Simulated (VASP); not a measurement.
Runs of VASP 6.6.1 on CoPb3. The structure is that of space group Pm-3m (No. 221), or close to it. The cells are those of the table. 

```tsv
cell	gap on the mesh (eV)	pressure (GPa)	moment (μB)
a = 4.668 Å, 4 atoms	none	-2.2	(b)
a = 4.545 Å, 4 atoms	none	(a)	1.45
a = 4.381 Å, 4 atoms	none	12.3	1.20
a = 4.481 Å, 4 atoms	none	(c)	1.37
```

Alike in all rows: task single point; level PBEsol; potentials or basis VASP PAW PBE potentials, release 64 (Pb_d, Co); spin collinear, ferromagnetic start; k mesh 10 × 10 × 10; cutoff (eV) 520; smearing gaussian 0.1 eV.

Q: Estimate the missing entries.

A: (a) 2.5; (b) 1.56; (c) 5.8.

Caveats: the PAW data sets were made with another functional, which shifts forces and pressure a little; spin-orbit coupling is left out, which moves the levels of the heavy elements; the cell stands under pressure (at least some runs).

A k mesh can miss the band edges, and the runs leave out spin-orbit coupling on Pb.

A gap of «none» marks levels without a gap at the run's occupations.
